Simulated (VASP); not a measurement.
Cu:

```
CELL_PARAMETERS angstrom
0.00000 1.78307 1.78307
1.78307 0.00000 1.78307
1.78307 1.78307 0.00000
ATOMIC_POSITIONS crystal
Cu 0.00000 0.00000 0.00000
```

This cell differs from its parent crystal: volume scaled by 0.96.

Base run:

```yaml
Program: VASP 6.6.1
Functional: PBEsol
Potentials_or_basis: VASP PAW PBE potentials, release 64 (Cu)
Cutoff: 520 eV
k_mesh: 13 × 13 × 13
Occupations: fermi-dirac, width 0.05 eV
Spin: no spin polarisation
```

Its results: pressure 0.3 GPa.

Q: After a change of settings the same cell gave: pressure -7.5 GPa. Which change was it?
A. functional from PBEsol to RPBE; cutoff from 520 eV to 600 eV; dispersion from none to D3(BJ)
B. functional from PBEsol to r2SCAN0; k mesh from 13 × 13 × 13 to 7 × 7 × 7
C. functional from PBEsol to LDA; potentials or basis from VASP PAW PBE potentials, release 64 (Cu) to VASP PAW LDA potentials, release 64 (Cu); cutoff from 520 eV to 600 eV
D. cutoff from 520 eV to 600 eV; dispersion from none to D3(BJ)

A: D.

Caveats: the PAW data sets were made with another functional, which shifts forces and pressure a little; pairwise dispersion overbinds metals, which lowers pressure and volume (some runs).
